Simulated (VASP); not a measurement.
Wanted: the native input for a VASP 6.6.1 run.

```
Task                   : single point
Functional             : PBE
Potentials or basis    : VASP PAW PBE potentials, release 64 (Ti_sv, O)
Cutoff                 : 600 eV
k mesh                 : 10 × 10 × 10
Occupations            : gaussian, width 0.02 eV
Spin                   : no spin polarisation
Dipole correction      : no
Further INCAR settings : ALGO = Normal; EDIFF = 1e-06; NBANDS = 33
```

The structure of TiO2 lies in POSCAR:

```
TiO2
1.0
   -1.8992575171      1.8992575171      4.8516817850
    1.8992575171     -1.8992575171      4.8516817850
    1.8992575171      1.8992575171     -4.8516817850
Ti O
2 4
Direct
    0.0000000000      0.0000000000      0.0000000000
    0.7500000000      0.2500000000      0.5000000000
    0.2064149774      0.2064149774      0.0000000000
    0.9564149774      0.4564149774      0.5000000000
    0.5435850226      0.0435850226      0.5000000000
    0.7935850226      0.7935850226      0.0000000000
```

These files were run (other wordings do the same):

INCAR

```
  PREC = Accurate
  ENCUT = 600
  EDIFF = 1E-6
  ISMEAR = 0
  SIGMA = 0.02
  LREAL = F
  LASPH = T
  NELM = 120
  ALGO = Normal
  ISIF = 2
  LWAVE = F
  LCHARG = F
  GGA = PE
  NBANDS = 33
  GGA_COMPAT = F
```

KPOINTS

```
regular mesh
0
Gamma
  10 10 10
```

Potentials or basis: VASP PAW PBE potentials, release 64 (Ti_sv, O).

The run is started by

```bash
$ cat potpaw_PBE.64/Ti_sv/POTCAR potpaw_PBE.64/O/POTCAR > POTCAR
$ mpirun -np 1 vasp_std > vasp.out
```

It gave:

```
Pressure               : 0.4 GPa
Largest force          : 0.018 eV/Å
Band gap on the k mesh : 2.11 eV (least direct gap 2.41 eV)
```

Run time: 19 min on 1 thread of Oxide Virtual Turin-like Processor, on a shared host, peak memory 0.43 GiB.
